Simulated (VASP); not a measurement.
# Au (Pm-3m) in VASP: a series of runs

Au is run at these levels: LDA; tasks: relaxation of cell and atoms.

All numbers are computed with VASP 6.6.1; they aren't measurements. Logs are shortened: lines on timing, memory, paths and dates and some standing lists are left out, and cuts for length are marked.

### 1 The cell of the first run

The structure is cubic, space group Pm-3m (No. 221). Conventional cell: a = 2.527 Å, b = 2.527 Å, c = 2.527 Å, α = 90.00°, β = 90.00°, γ = 90.00°. Au (site symmetry m-3m) has 6 Au at 2.53 Å within 3.3 Å.

### 2 Relaxation of cell and atoms, LDA, target pressure 23 GPa, at which the enthalpy is minimised

File INCAR:

```
PREC = Accurate
ENCUT = 600
EDIFF = 1E-7
ISMEAR = -1
SIGMA = 0.1
LREAL = F
LASPH = T
NELM = 80
ALGO = Normal
ISIF = 3
LWAVE = F
LCHARG = F
IBRION = 2
NSW = 60
EDIFFG = -0.005
PSTRESS = 230.0
```

File KPOINTS:

```
regular mesh
0
Gamma
  15 15 15
```

File POSCAR:

```
Au
1.0
    2.5268155690      0.0000000000      0.0000000000
    0.0000000000      2.5268155690      0.0000000000
    0.0000000000      0.0000000000      2.5268155690
Au
1
Direct
    0.0000000000      0.0000000000      0.0000000000
```

Potentials or basis: VASP PAW LDA potentials, release 64 (Au).

Started as:

```
$ cat potpaw_LDA.64/Au/POTCAR > POTCAR
$ mpirun -np 1 vasp_std > vasp.out
```

OUTCAR:

```text
PREC = Accurate
   ENCUT = 600
   EDIFF = 1E-7
   ISMEAR = -1
   LREAL = F
   LASPH = T
   NELM = 80
   ISIF = 3
   IBRION = 2
   NSW = 60
   EDIFFG = -0.005
   PSTRESS = 230.0

 ion  position               nearest neighbor table
   1  0.000  0.000  0.000-

  LATTYP: Found a simple cubic cell.
 ALAT       =     2.5268155690

  Lattice vectors:

 A1 = (   2.5268155690,   0.0000000000,   0.0000000000)
 A2 = (   0.0000000000,   2.5268155690,   0.0000000000)
 A3 = (   0.0000000000,   0.0000000000,   2.5268155690)

Analysis of symmetry for initial positions (statically):
=====================================================================
 Subroutine PRICEL returns:
 Original cell was already a primitive cell.

 Routine SETGRP: Setting up the symmetry group for a
 simple cubic supercell.

 Subroutine GETGRP returns: Found 48 space group operations
 (whereof 48 operations were pure point group operations)
 out of a pool of 48 trial point group operations.

The static configuration has the point symmetry O_h .

Analysis of symmetry for dynamics (positions and initial velocities):
=====================================================================
 Subroutine PRICEL returns:
 Original cell was already a primitive cell.

 Routine SETGRP: Setting up the symmetry group for a
 simple cubic supercell.

 Subroutine GETGRP returns: Found 48 space group operations
 (whereof 48 operations were pure point group operations)
 out of a pool of 48 trial point group operations.

The dynamic configuration has the point symmetry O_h .

 Subroutine INISYM returns: Found 48 space group operations
 (whereof 48 operations are pure point group operations),
 and found     1 'primitive' translations

----------------------------------------------------------------------------------------

                                     Primitive cell

  volume of cell :      16.1332

  direct lattice vectors                    reciprocal lattice vectors
     2.526815569  0.000000000  0.000000000     0.395755041  0.000000000  0.000000000
     0.000000000  2.526815569  0.000000000     0.000000000  0.395755041  0.000000000
     0.000000000  0.000000000  2.526815569     0.000000000  0.000000000  0.395755041

  length of vectors
     2.526815569  2.526815569  2.526815569     0.395755041  0.395755041  0.395755041

  position of ions in fractional coordinates (direct lattice)
     0.000000000  0.000000000  0.000000000

  ion indices of the primitive-cell ions
   primitive index   ion index
                 1           1

----------------------------------------------------------------------------------------

 KPOINTS: regular mesh

Automatic generation of k-mesh.
 Grid dimensions read from file:
 generate k-points for:   15   15   15

 Generating k-lattice:

  Cartesian coordinates                     Fractional coordinates (reciprocal lattice)
     0.026383669  0.000000000  0.000000000     0.066666667  0.000000000  0.000000000
     0.000000000  0.026383669  0.000000000     0.000000000  0.066666667  0.000000000
     0.000000000  0.000000000  0.026383669     0.000000000  0.000000000  0.066666667

  Length of vectors
     0.026383669  0.026383669  0.026383669

  Shift w.r.t. Gamma in fractional coordinates (k-lattice)
     0.000000000  0.000000000  0.000000000

 Subroutine IBZKPT returns following result:
 ===========================================

 Found    120 irreducible k-points:

 Following reciprocal coordinates:
            Coordinates               Weight
  0.000000  0.000000  0.000000      1.000000
  0.066667  0.000000  0.000000      6.000000
  0.133333  0.000000  0.000000      6.000000
  0.200000  0.000000  0.000000      6.000000
  0.266667  0.000000  0.000000      6.000000
  0.333333  0.000000  0.000000      6.000000
[... 16 lines left out ...]
  0.266667  0.200000  0.000000     24.000000
  0.333333  0.200000  0.000000     24.000000
 [... further k-points ...]
   k-points           NKPTS =    120   k-points in BZ     NKDIM =    120   number of bands    NBANDS=      9
   number of dos      NEDOS =    301   number of ions     NIONS =      1
   total plane-waves  NPLWV =   8000
   dimension x,y,z NGX =    20 NGY =   20 NGZ =   20
   dimension x,y,z NGXF=    40 NGYF=   40 NGZF=   40
   ions per type =               1
   NGX,Y,Z   is equivalent  to a cutoff of  13.16, 13.16, 13.16 a.u.
   NGXF,Y,Z  is equivalent  to a cutoff of  26.32, 26.32, 26.32 a.u.
 SYSTEM =  unknown system
   PREC   = accura    normal or accurate (medium, high low for compatibility)
   ISTART =      0    job   : 0-new  1-cont  2-samecut
   ICHARG =      2    charge: 1-file 2-atom 10-const
   ISPIN  =      1    spin polarized calculation?
   LNONCOLLINEAR =      F non collinear calculations
   LSORBIT =      F    spin-orbit coupling
   LASPH  =      T    aspherical Exc in radial PAW
   ENCUT  =  600.0 eV  44.10 Ry    6.64 a.u.   5.05  5.05  5.05*2*pi/ulx,y,z
   NELM   =     80;   NELMIN=  2; NELMDL= -5     # of ELM steps
   EDIFF  = 0.1E-06   stopping-criterion for ELM
   LREAL  =      F    real-space projection
   EDIFFG = -.5E-02   stopping-criterion for IOM
   NSW    =     60    number of steps for IOM
   IBRION =      2    ionic relax: 0-MD 1-quasi-New 2-CG
   NFREE  =      1    steps in history (QN), initial steepest desc. (CG)
   ISIF   =      3    stress and relaxation
   ISYM   =      2    0-nonsym 1-usesym 2-fastsym
   POTIM  = 0.5000    time-step for ionic-motion
   TEBEG  =    0.0;   TEEND  =   0.0 temperature during run
   PSTRESS=  230.0 pullay stress
   NELECT =      11.0000    total number of electrons
   NUPDOWN=      -1.0000    fix difference up-down
   EMIN   =  10.00;   EMAX   =-10.00  energy-range for DOS
   EFERMI =   0.00;   METHOD = LEGACY
   ISMEAR =    -1;   SIGMA  =   0.10  broadening in eV -4-tet -1-fermi 0-gaus
   EFERMI_NEDOS =   21; number of points for ismear=-14 and -15
   IALGO  =     38    algorithm
   IMIX   =      4    mixing-type and parameters
     AMIX     =   0.40;   BMIX     =  1.00
     AMIX_MAG =   1.60;   BMIX_MAG =  1.00
  volume/ion in A,a.u.               =      16.13       108.87
  Fermi-wavevector in a.u.,A,eV,Ry     =   1.440894  2.722896 28.248102  2.076177
  Thomas-Fermi vector in A             =   2.559588
   LORBIT       =      0    0 simple, 1 ext, 2 COOP (PROOUT), +10 PAW based schemes
   GGA     = CA    functional components
   LHFCALC =     F    Hartree Fock is set to
   AEXX    =    0.0000 exact exchange contribution
   IVDW    =     0    specifies the selected vdW correction
   LEPSILON=     F    determine dielectric tensor
   LRPA    =     F    only Hartree local field effects (RPA)
 conjugate gradient relaxation of ions
 non-spin polarized calculation
  energy-cutoff  :      600.00
  volume of cell :       16.13
 maximum number of plane-waves:       552
   NGX = 11   NGY = 11   NGZ = 11

--------------------------------------- Ionic step        1  -------------------------------------------

 number of electron      11.0000003 magnetization

 Free energy of the ion-electron system (eV)
  ---------------------------------------------------
  ext. energy  EPLUGINS =         0.00000000
  ---------------------------------------------------
  free energy    TOTEN  =        -3.87766958 eV

  energy without entropy =       -3.86441066  energy(sigma->0) =       -3.87104012

------------------------ aborting loop because EDIFF is reached ----------------------------------------

  FORCE on cell =-STRESS in cart. coord.  units (eV):
  Direction    XX          YY          ZZ          XY          YZ          ZX
  --------------------------------------------------------------------------------------
  -------------------------------------------------------------------------------------
  Total        3.8664548      3.8664548      3.8664548      0.0000000      0.0000000     -0.0000000
  in kB      383.9749474    383.9749474    383.9749474      0.0000000      0.0000000     -0.0000000
  external PRESSURE =     153.9749474 kB  Pullay stress =     230.0000000 kB
[... 90 lines left out ...]
  FREE ENERGIE OF THE ION-ELECTRON SYSTEM (eV)
  ---------------------------------------------------
  free  energy   TOTEN  =        -4.0482431016 eV

  energy  without entropy=       -4.0334740014  energy(sigma->0) =       -4.04085855

  enthalpy is  TOTEN    =        -1.6002393671 eV   P V=        2.4480037345

[... ionic steps 4 to 13 ...]

--------------------------------------- Ionic step       14  -------------------------------------------

 number of electron      10.9999996 magnetization

------------------------ aborting loop because EDIFF is reached ----------------------------------------

  FORCE on cell =-STRESS in cart. coord.  units (eV):
  Direction    XX          YY          ZZ          XY          YZ          ZX
  --------------------------------------------------------------------------------------
  -------------------------------------------------------------------------------------
  Total        2.4497213      2.4497213      2.4497213      0.0000000     -0.0000000      0.0000000
  in kB      231.2006466    231.2006466    231.2006466      0.0000000     -0.0000000      0.0000000
  external PRESSURE =       1.2006466 kB  Pullay stress =     230.0000000 kB
[... 59 lines left out ...]
  enthalpy is  TOTEN    =        -1.6004653783 eV   P V=        2.4373123242

--------------------------------------- Ionic step       16  -------------------------------------------

 number of electron      10.9999996 magnetization

 Free energy of the ion-electron system (eV)
  ---------------------------------------------------
  ext. energy  EPLUGINS =         0.00000000
  ---------------------------------------------------
  free energy    TOTEN  =        -4.03840458 eV

  energy without entropy =       -4.02369470  energy(sigma->0) =       -4.03104964

 E-fermi :   9.0450     XC(G=0): -12.8743

 val. band max:        9.0410803778   @ k =   0.4667   0.4667   0.2000
 cond. band min:       9.0686237837   @ k =   0.4000   0.3333   0.0000
 fundamental gap:      0.0275434059
 Fermi energy:         9.0450199552

 k-point     1 :       0.0000    0.0000    0.0000
  band No.  band energies     occupation
      1      -0.5857      2.00000
      2       1.7928      2.00000
      3       1.7928      2.00000
      4       7.6379      2.00000
      5       7.6379      2.00000
      6       7.6379      2.00000
      7      23.8993      0.00000
      8      23.8993      0.00000
      9      23.8993      0.00000
[... 265 lines left out ...]
 k-point    24 :       0.3333    0.2000    0.0000
  band No.  band energies     occupation
      1       2.0054      2.00000
      2       3.2473      2.00000
      3       4.3040      2.00000
      4       6.1337      2.00000
      5       6.5404      2.00000
      6       7.0491      2.00000
      7      16.2264      0.00000
      8      22.3298      0.00000
      9      27.3689      0.00000

 [... further k-points ...]

------------------------ aborting loop because EDIFF is reached ----------------------------------------

  FORCE on cell =-STRESS in cart. coord.  units (eV):
  Direction    XX          YY          ZZ          XY          YZ          ZX
  --------------------------------------------------------------------------------------
  -------------------------------------------------------------------------------------
  Total        2.4402114      2.4402114      2.4402114     -0.0000000     -0.0000000      0.0000000
  in kB      230.2145017    230.2145017    230.2145017     -0.0000000     -0.0000000      0.0000000
  external PRESSURE =       0.2145017 kB  Pullay stress =     230.0000000 kB
[... 16 lines left out ...]
  FREE ENERGIE OF THE ION-ELECTRON SYSTEM (eV)
  ---------------------------------------------------
  free  energy   TOTEN  =        -4.0384045802 eV

  energy  without entropy=       -4.0236947040  energy(sigma->0) =       -4.03104964

  enthalpy is  TOTEN    =        -1.6004668062 eV   P V=        2.4379377740

 reached required accuracy - stopping structural energy minimisation
```

Wall time 46 s (1 thread of Intel Xeon Platinum 8488C (Sapphire Rapids), shared host); peak memory 0.15 GiB.

What came out:

```
Free energy                                            : -4.0384 eV
Relaxed volume                                         : 16.98 Å³/atom
Relaxed cell                                           : a = 2.570 Å, b = 2.570 Å, c = 2.570 Å, α = 90.00°, β = 90.00°, γ = 90.00°
Space group after relaxing (to 0.05 Å)                 : Pm-3m (No. 221)
Energy change on relaxing (the enthalpy is what falls) : -160.7 meV/atom
Ionic steps                                            : 16
Pressure after relaxing                                : 23.0 GPa
```

The path:
| step | energy change (eV) | largest force (eV/Å) | pressure (GPa) | volume (Å³) |
| --- | --- | --- | --- | --- |
| 1 | 0.0000 | 0.0000 | 38.40 | 16.13 |
| 2 | -0.2724 | 0.0000 | -6.31 | 20.03 |
| 3 | -0.1706 | 0.0000 | 21.94 | 17.05 |
| 4 | -0.1617 | 0.0000 | 22.90 | 16.99 |
| 5 | -0.1592 | 0.0000 | 23.18 | 16.97 |
| 6 | -0.1593 | 0.0000 | 23.18 | 16.97 |
| 7 | -0.1595 | 0.0000 | 23.15 | 16.97 |
| 8 | -0.1595 | 0.0000 | 23.15 | 16.97 |
| 9 | -0.1595 | 0.0000 | 23.15 | 16.97 |
| 10 | -0.1595 | 0.0000 | 23.15 | 16.97 |
| 11 | -0.1595 | 0.0000 | 23.15 | 16.97 |
| 12 | -0.1596 | 0.0000 | 23.15 | 16.97 |
| 13 | -0.1596 | 0.0000 | 23.14 | 16.98 |
| 14 | -0.1598 | 0.0000 | 23.12 | 16.98 |
| 15 | -0.1601 | 0.0000 | 23.09 | 16.98 |
| 16 | -0.1607 | 0.0000 | 23.02 | 16.98 |

Final structure:
```yaml
crystal:
  lattice:
    - [2.57041, 0.00000, 0.00000]
    - [0.00000, 2.57041, 0.00000]
    - [0.00000, 0.00000, 2.57041]
  atoms:
    - { symbol: Au, position: [0.00000, 0.00000, 0.00000] }
```

Levels at points of the mesh, in eV from the Fermi level:
```csv
k point,band 4,band 5,band 6,band 7,band 8,band 9
"(0.00, 0.00, 0.00)",-1.41,-1.41,-1.41,14.85,14.85,14.85
```

Caveat: the cell is relaxed towards a set pressure, so the enthalpy falls and the energy may rise; spin-orbit coupling is left out, which moves the levels of the heavy elements.

### 3 Relaxation of cell and atoms, LDA, target pressure 23 GPa, at which the enthalpy is minimised

This run uses another cell than the first one, of 16.94 Å³/atom, 1.050 times its volume.

File INCAR:

```
SYSTEM = Au
ALGO     = Normal         ! electronic algorithm
EDIFF    = 1E-7           ! SCF threshold, eV
EDIFFG   = -0.005         ! ionic threshold
ENCUT    = 600            ! plane-wave cutoff, eV
GGA      = CA             ! functional
IBRION   = 2              ! ionic algorithm
ISIF     = 3              ! what is computed and relaxed
ISMEAR   = -1             ! smearing method
LASPH    = .TRUE.         ! aspherical terms in the spheres
LCHARG   = .FALSE.        ! write CHGCAR
LREAL    = .FALSE.        ! projectors in reciprocal space
LWAVE    = .FALSE.        ! write WAVECAR
NELM     = 100            ! most SCF steps
NSW      = 32             ! ionic steps
PREC     = Accurate       ! precision mode
PSTRESS  = 230.0        
SIGMA    = 0.1            ! smearing width, eV
```

File KPOINTS:

```
k-points
0
G
  15 15 15
  0 0 0
```

File POSCAR:

```
Au
1.0
    2.5680277088      0.0000000000      0.0000000000
    0.0000000000      2.5680277088      0.0000000000
    0.0000000000      0.0000000000      2.5680277088
Au
1
Direct
    0.0000000000      0.0000000000      0.0000000000
```

Potentials or basis: VASP PAW LDA potentials, release 64 (Au).

Started as:

```
$ cat potpaw_LDA.64/Au/POTCAR > POTCAR
$ mpirun -np 1 vasp_std > vasp.out
```

Run time: 18 s. Hardware: 1 thread of Intel Xeon Platinum 8488C (Sapphire Rapids), shared host; peak memory 0.14 GiB.

Results (log left out):

| Property | Result |
| --- | --- |
| Free energy | -4.0391 eV |
| Relaxed volume | 16.99 Å³/atom |
| Relaxed cell | a = 2.571 Å, b = 2.571 Å, c = 2.571 Å, α = 90.00°, β = 90.00°, γ = 90.00° |
| Space group after relaxing (to 0.05 Å) | Pm-3m (No. 221) |
| Energy change on relaxing (the enthalpy is what falls) | -7.3 meV/atom |
| Ionic steps | 3 |
| Pressure after relaxing | 23.0 GPa |

Step by step:
```
step  energy change (eV)  largest force (eV/Å)  pressure (GPa)  volume (Å³)
   1              0.0000                0.0000           23.78        16.94
   2             -0.0281                0.0000           20.70        17.14
   3             -0.0073                0.0000           23.00        16.99
```

Final structure:
```
Au
1.0
     2.57057    0.00000    0.00000
     0.00000    2.57057    0.00000
     0.00000    0.00000    2.57057
Au
1
Cartesian
  0.0000 0.0000 0.0000
```

Levels at points of the mesh, in eV from the Fermi level:
```
           k point  band 2  band 3  band 4  band 5  band 6  band 7  band 8  band 9
(0.00, 0.00, 0.00)   -7.25   -7.25   -1.41   -1.41   -1.41   14.85   14.85   14.85
```

Caveat: the cell is relaxed towards a set pressure, so the enthalpy falls and the energy may rise; spin-orbit coupling is left out, which moves the levels of the heavy elements.
